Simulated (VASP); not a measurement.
Wanted: the native input for a VASP 6.6.1 run.

```yaml
Task: single point
Functional: LDA
Potentials_or_basis: VASP PAW LDA potentials, release 64 (P, B)
Cutoff: 520 eV
k_mesh: 10 × 10 × 10
Occupations: fermi-dirac, width 0.05 eV
Spin: no spin polarisation
Dipole_correction: no
Further_INCAR_settings: ALGO = Normal; EDIFF = 1e-07; NBANDS = 11
```

The structure of BP lies in POSCAR:

```
BP
1.0
    0.0000000000      2.1476426762      2.1476426762
    2.1476426762      0.0000000000      2.1476426762
    2.1476426762      2.1476426762      0.0000000000
P B
1 1
Direct
    0.7500000000      0.7500000000      0.7500000000
    0.0000000000      0.0000000000      0.0000000000
```

These files were run (other wordings do the same):

INCAR

```
PREC = Accurate ; ENCUT = 520
EDIFF = 1E-7 ; ISMEAR = -1
SIGMA = 0.05 ; LREAL = False
LASPH = True ; NELM = 80
ALGO = Normal ; ISIF = 2
LWAVE = False ; LCHARG = False
NBANDS = 11
```

KPOINTS

```
Automatic mesh
0
Gamma
  10 10 10
```

Potentials or basis: VASP PAW LDA potentials, release 64 (P, B).

Run with:

```sh
$ cat potpaw_LDA.64/P/POTCAR potpaw_LDA.64/B/POTCAR > POTCAR
$ mpirun -np 1 vasp_std > vasp.out
```

Results of the run:

```json
{
 "Pressure": "29.8 GPa",
 "Band gap on the k mesh": "0.98 eV, indirect (least direct gap 3.70 eV)"
}
```

It took 10 s on 1 thread of Intel Xeon 8259CL, on a shared host, peak memory 0.12 GiB.
